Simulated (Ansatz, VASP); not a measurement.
Given: the input of a run of VASP 6.6.1 on C.

Contents of INCAR:

```
SYSTEM = C
ALGO = Normal
EDIFF = 1E-6
ENCUT = 520
GGA = PE
ISIF = 2
ISMEAR = -1
LASPH = .True.
LCHARG = .False.
LREAL = .False.
LWAVE = .False.
NBANDS = 26
NELM = 100
PREC = Accurate
SIGMA = 0.05
```

File KPOINTS:

```
k-points
0
Gamma
  12 12 4
  0 0 0
```

The input POSCAR:

```
C
1.0
    2.5552893324      0.0000000000      0.0000000000
   -1.2776446662      2.2129454759      0.0000000000
    0.0000000000      0.0000000000      8.3454953252
C
8
Direct
    0.6666666667      0.3333333333      0.8437500000
    0.3333333333      0.6666666667      0.3437500000
    0.6666666667      0.3333333333      0.6562500000
    0.3333333333      0.6666666667      0.1562500000
    0.0000000000      0.0000000000      0.9062500000
    0.0000000000      0.0000000000      0.4062500000
    0.0000000000      0.0000000000      0.5937500000
    0.0000000000      0.0000000000      0.0937500000
```

Potentials or basis: VASP PAW PBE potentials, release 64 (C).

Command:

```console
$ cat potpaw_PBE.64/C/POTCAR > POTCAR
$ mpirun -np 1 vasp_std > vasp.out
```

Translate it to Ansatz 0.2.0. Potentials there: all-electron LAPW, scalar-relativistic.

As run (the cutoff follows the program's own potentials):

Contents of input.yaml:

```yaml
crystal:
  lattice:
    - [2.5552893324, 0.0, 0.0]
    - [-1.2776446662, 2.2129454759, 0.0]
    - [0.0, 0.0, 8.3454953252]
  atoms:
    - { symbol: C, position: [0.6666666667, 0.3333333333, 0.84375] }
    - { symbol: C, position: [0.3333333333, 0.6666666667, 0.34375] }
    - { symbol: C, position: [0.6666666667, 0.3333333333, 0.65625] }
    - { symbol: C, position: [0.3333333333, 0.6666666667, 0.15625] }
    - { symbol: C, position: [0.0, 0.0, 0.90625] }
    - { symbol: C, position: [0.0, 0.0, 0.40625] }
    - { symbol: C, position: [0.0, 0.0, 0.59375] }
    - { symbol: C, position: [0.0, 0.0, 0.09375] }
kpoints:
  mp_grid: { grid: [12, 12, 4] }
scf:
  occupations: { method: fermi_dirac, width: 0.05 }
hamiltonian:
  xc: pbe
  pseudopotentials: { kind: all_electron, lapw: { basis_error: 0.001 } }
output:
  forces: true
  stress: true
  eigenvalues: true
```

Potentials or basis: all-electron LAPW, scalar-relativistic.

Command:

```console
$ ansatz run input.yaml --threads 4 --pin off --max-ram 12288MiB --backend cpu --events-out ev --progress --plain --runs-dir out
```

Both were run:

|  | VASP | Ansatz | Ansatz less VASP |
| --- | --- | --- | --- |
| gap on the k mesh at the Fermi level (eV) | 4.32 | 4.33 | +0.007 |
| least direct gap on the mesh (eV) | 5.10 | 5.11 | +0.009 |
| pressure (GPa) | -13.3 | -13.9 | -0.57 |
| traceless stress, the component that is largest in VASP (GPa) | 7.39 | 7.39 | -0.003 |
| rms of the force components (eV/Å) | 0.174 | 0.174 | -0.0002 |

Atom by atom the forces differ by 0.000 eV/Å (rms over components). Ansatz ran all-electron here, and VASP with PAW potentials.
